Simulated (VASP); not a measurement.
# CuO (Pm-3m) in VASP: single point with PBEsol+U

Aim: the single point of CuO with PBEsol+U.

All numbers are computed with VASP 6.6.1; they aren't measurements. Logs are shortened: lines on timing, memory, paths and dates and some standing lists are left out, and cuts for length are marked.

### 1 The cell of the first run

Symmetry: Pm-3m, No. 221, cubic system. The conventional cell has a = 2.553 Å, b = 2.553 Å, c = 2.553 Å, α = 90.00°, β = 90.00°, γ = 90.00°. Cu (site symmetry m-3m) has 8 O at 2.21 Å and 6 Cu at 2.55 Å within 2.9 Å. O (site symmetry m-3m) has 8 Cu at 2.21 Å and 6 O at 2.55 Å within 2.9 Å.

### 2 Single point, PBEsol+U, non-collinear spin, twin_end start, moments held on the sites

Input file INCAR:

```
PREC = Accurate ; ENCUT = 600
EDIFF = 1E-6 ; ISMEAR = 0
SIGMA = 0.05 ; LREAL = F
LASPH = T ; NELM = 200
ALGO = Normal ; ISIF = 2
LWAVE = F ; LCHARG = T
LNONCOLLINEAR = T ; MAGMOM = 0 0 0.38 0 0 0.64
LORBIT = 11 ; I_CONSTRAINED_M = 2
LAMBDA = 10 ; M_CONSTR = 0.346 0.346 0.346 0 0 0
RWIGS = 1.32 0.66 ; ISYM = -1
AMIX = 0.2 ; BMIX = 1E-4
AMIX_MAG = 0.8 ; BMIX_MAG = 1E-4
LMAXMIX = 4 ; LDAU = T
LDAUTYPE = 2 ; LDAUL = 2 -1
LDAUU = 4 0 ; LDAUJ = 0 0
LDAUPRINT = 1 ; GGA = PS
LVHAR = T ; NBANDS = 29
GGA_COMPAT = F
```

Input file KPOINTS:

```
Automatic mesh
0
Gamma
  7 7 7
```

Input file POSCAR:

```
CuO
1.0
    2.5525506100      0.0000000000      0.0000000000
    0.0000000000      2.5525506100      0.0000000000
    0.0000000000      0.0000000000      2.5525506100
Cu O
1 1
Direct
    0.0000000000      0.0000000000      0.0000000000
    0.5000000000      0.5000000000      0.5000000000
```

Potentials or basis: VASP PAW PBE potentials, release 64 (Cu, O).

Command:

```bash
$ cat potpaw_PBE.64/Cu/POTCAR potpaw_PBE.64/O/POTCAR > POTCAR
$ mpirun -np 1 vasp_ncl > vasp.out
```

OUTCAR:

```text
PREC = Accurate
   ENCUT = 600
   EDIFF = 1E-6
   ISMEAR = 0
   LREAL = F
   LASPH = T
   NELM = 200
   ISIF = 2
   LNONCOLLINEAR = T
   LORBIT = 11
   ISYM = -1
   AMIX = 0.2
   AMIX_MAG = 0.8
   GGA = PS

 ion  position               nearest neighbor table
   1  0.000  0.000  0.000-   2 2.21   2 2.21   2 2.21   2 2.21   2 2.21   2 2.21   2 2.21   2 2.21

   2  0.500  0.500  0.500-   1 2.21   1 2.21   1 2.21   1 2.21   1 2.21   1 2.21   1 2.21   1 2.21

IMPORTANT INFORMATION: All symmetrisations will be switched off!
NOSYMM: (Re-)initialisation of all symmetry stuff for point group C_1.

----------------------------------------------------------------------------------------

                                     Primitive cell

  volume of cell :      16.6312

  direct lattice vectors                    reciprocal lattice vectors
     2.552550610  0.000000000  0.000000000     0.391765004  0.000000000  0.000000000
     0.000000000  2.552550610  0.000000000     0.000000000  0.391765004  0.000000000
     0.000000000  0.000000000  2.552550610     0.000000000  0.000000000  0.391765004

  length of vectors
     2.552550610  2.552550610  2.552550610     0.391765004  0.391765004  0.391765004

  position of ions in fractional coordinates (direct lattice)
     0.000000000  0.000000000  0.000000000
     0.500000000  0.500000000  0.500000000

  ion indices of the primitive-cell ions
   primitive index   ion index
                 1           1
                 2           2

----------------------------------------------------------------------------------------

 KPOINTS: Automatic mesh

Automatic generation of k-mesh.
 Grid dimensions read from file:
 generate k-points for:    7    7    7

 Generating k-lattice:

  Cartesian coordinates                     Fractional coordinates (reciprocal lattice)
     0.055966429  0.000000000  0.000000000     0.142857143  0.000000000  0.000000000
     0.000000000  0.055966429  0.000000000     0.000000000  0.142857143  0.000000000
     0.000000000  0.000000000  0.055966429     0.000000000  0.000000000  0.142857143
[... 141 lines left out ...]
  o =  0.9689  v =  0.0000  0.0000 -0.0171 -0.0000 -0.1252  0.0000  0.0000  0.0534  0.0000 -0.3620      0.0000 -0.0000 -0.1630 -0.0000  0.8638  0.0000 -0.0000 -0.0659 -0.0000  0.2704
  o =  0.9689  v = -0.0000 -0.0000 -0.8608  0.0000 -0.1500 -0.0000 -0.0000 -0.2623  0.0000 -0.0307      0.0000 -0.0000 -0.1442  0.0000 -0.0660 -0.0000 -0.0000 -0.3679  0.0000 -0.0791
  o =  0.9936  v =  0.4825 -0.1340 -0.0000 -0.7175 -0.0000  0.1766 -0.0405 -0.0000 -0.2076 -0.0000      0.0000 -0.0234  0.0000 -0.1502 -0.0000  0.1766 -0.0576 -0.0000 -0.3176 -0.0000
  o =  0.9936  v =  0.4755  0.7229 -0.0000  0.1717  0.0000  0.1740  0.2908 -0.0000  0.0362  0.0000      0.0000 -0.0716  0.0000  0.0729 -0.0000  0.1740  0.2384 -0.0000  0.0896  0.0000
  o =  0.9936  v =  0.5743 -0.4859 -0.0000  0.4606  0.0000  0.2102 -0.2068 -0.0000  0.1445  0.0000      0.0000  0.0789 -0.0000  0.0658  0.0000  0.2102 -0.1490 -0.0000  0.1927  0.0000

 number of electron      16.9999977 magnetization       0.5773357      0.5773356      0.5772560

 Free energy of the ion-electron system (eV)
  ---------------------------------------------------
  ext. energy  EPLUGINS =         0.00000000
  ---------------------------------------------------
  free energy    TOTEN  =        -8.06665833 eV

  energy without entropy =       -8.06607829  energy(sigma->0) =       -8.06636831

 E-fermi :   7.7415     XC(G=0): -13.5748

 val. band max:        7.7021099853   @ k =   0.0000  -0.1429   0.4286
 cond. band min:       7.8220553170   @ k =  -0.2857   0.2857   0.2857
 fundamental gap:      0.1199453316
 Fermi energy:         7.7414973874

 k-point     1 :       0.0000    0.0000    0.0000
  band No.  band energies     occupation
      1     -12.8752      1.00000
      2     -12.1915      1.00000
      3       0.8072      1.00000
      4       0.8072      1.00000
      5       2.1949      1.00000
      6       2.1949      1.00000
[... 757 lines left out ...]
     28      28.8454      0.00000
     29      33.0211      0.00000

 [... further k-points ...]
[... 5 lines left out ...]
  --------------------------------------------------------------------------------------
  -------------------------------------------------------------------------------------
  Total        0.6734320      0.6734308      0.6734363     -0.0000005      0.0000152     -0.0000029
  in kB       64.8755783     64.8754614     64.8759924     -0.0000519      0.0014642     -0.0002784
  external PRESSURE =      64.8756774 kB  Pullay stress =       0.0000000 kB

 VOLUME and BASIS-vectors are now :
 -----------------------------------------------------------------------------
  energy-cutoff  :      600.00
  volume of cell :       16.63
      direct lattice vectors                 reciprocal lattice vectors
     2.552550610  0.000000000  0.000000000     0.391765004  0.000000000  0.000000000
     0.000000000  2.552550610  0.000000000     0.000000000  0.391765004  0.000000000
     0.000000000  0.000000000  2.552550610     0.000000000  0.000000000  0.391765004

 POSITION                                       TOTAL-FORCE (eV/Angst)
 -----------------------------------------------------------------------------------
      0.00000      0.00000      0.00000        -0.000005      0.000001      0.000004
      1.27628      1.27628      1.27628         0.000005     -0.000001     -0.000004
 -----------------------------------------------------------------------------------
    total drift:                                0.000024      0.000017     -0.000028

  FREE ENERGIE OF THE ION-ELECTRON SYSTEM (eV)
  ---------------------------------------------------
  free  energy   TOTEN  =        -8.0666583263 eV

  energy  without entropy=       -8.0660782914  energy(sigma->0) =       -8.06636831

 total charge

# of ion       s       p       d       tot
------------------------------------------
    1        0.311   0.349   9.231   9.892
    2        1.588   3.305   0.000   4.892
--------------------------------------------------
tot          1.899   3.654   9.231  14.784

 magnetization (x)

# of ion       s       p       d       tot
------------------------------------------
    1       -0.004  -0.003   0.339   0.332
    2        0.000   0.238   0.000   0.238
--------------------------------------------------
tot         -0.004   0.235   0.339   0.570

 magnetization (y)

# of ion       s       p       d       tot
------------------------------------------
    1       -0.004  -0.003   0.339   0.332
    2        0.000   0.238   0.000   0.238
--------------------------------------------------
tot         -0.004   0.235   0.339   0.570

 magnetization (z)

# of ion       s       p       d       tot
------------------------------------------
    1       -0.004  -0.003   0.339   0.332
    2        0.000   0.238   0.000   0.238
--------------------------------------------------
tot         -0.004   0.235   0.339   0.570
```

It took 7.3 min on 1 thread of Intel Xeon 6975P-C (Granite Rapids), shared host; peak memory 0.39 GiB.

What came out:

- Free energy: -8.0667 eV
- Band gap on the k mesh: zero (bands 17 and 18 overlap by 2.06 eV)
- Net moment: 1.00 μB per cell
- Valence electrons inside the program's atomic spheres: Cu 9.89; O 4.89

Levels at points of the mesh, in eV from the Fermi level:
```csv
k point,band 13,band 14,band 15,band 16,band 17,band 18,band 19,band 20,band 21,band 22
"(0.00, 0.00, 0.00)",-1.89,-1.89,-1.89,-1.22,-1.22,-1.22,0.63,1.49,14.68,14.68
```

Moments on the atoms (μB; x, y, z):
```
Cu  0.33 0.33 0.33
O   0.24 0.24 0.24
```

Caveat: moments held by a penalty; the PAW data sets were made with another functional, which shifts forces and pressure a little; a cell with one magnetic atom can't hold antiferromagnetic order, which such compounds often take. The state reached can hang on the start; a lower one may exist.
